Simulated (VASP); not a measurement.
**CaF2: single point with PBE**

Crystal: CaF2.

```xyz
3
Lattice="0.0000 2.7468 2.7049 2.7468 0.0000 2.7049 2.7468 2.7468 0.0000" Properties=species:S:1:pos:R:3 pbc="T T T"
Ca    0.0000    0.0000    0.0000
F     1.3734    1.3734    1.3524
F     4.1202    4.1202    4.0573
```

This cell differs from its parent crystal: epitaxial xy strain +1.0%.

```yaml
Program: VASP 6.6.1
Task: single point
Functional: PBE
Potentials_or_basis: VASP PAW PBE potentials, release 64 (Ca_sv, F)
Cutoff: 600 eV
k_mesh: 4 × 4 × 4
Occupations: gaussian, width 0.01 eV
Spin: no spin polarisation
Dipole_correction: no
Further_INCAR_settings: ALGO = Normal; EDIFF = 1e-06; NBANDS = 19
```

| Quantity | Value |
| --- | --- |
| Pressure | 2.3 GPa |
| Band gap on the k mesh | 7.21 eV (least direct gap 7.45 eV) |

Stress tensor (GPa, compression positive):
```
1.67 0.00 0.00
0.00 1.67 0.00
0.00 0.00 3.46
```

Levels at points of the mesh, in eV from the valence-band top:
| k point | band 10 | band 11 | band 12 | band 13 | band 14 | band 15 |
| --- | --- | --- | --- | --- | --- | --- |
| (0.00, 0.00, 0.00) | -0.35 | -0.35 | -0.24 | 7.21 | 9.05 | 9.15 |
| (0.50, 0.00, 0.00) | -1.29 | -0.90 | -0.89 | 9.31 | 9.32 | 9.67 |
| (0.50, 0.50, 0.00) | -0.45 | -0.45 | 0.00 | 8.06 | 9.52 | 10.01 |
| (0.50, 0.00, 0.50) | -0.47 | -0.35 | -0.09 | 8.05 | 9.41 | 10.01 |

It took 21 s on 1 thread of Intel Xeon 8259CL (shared host), peak memory 0.17 GiB.

Caveat: the k points lie up to 0.50 Å⁻¹ apart; the cell differs from its parent crystal (epitaxial xy strain +1.0%). A k mesh can miss the band edges.
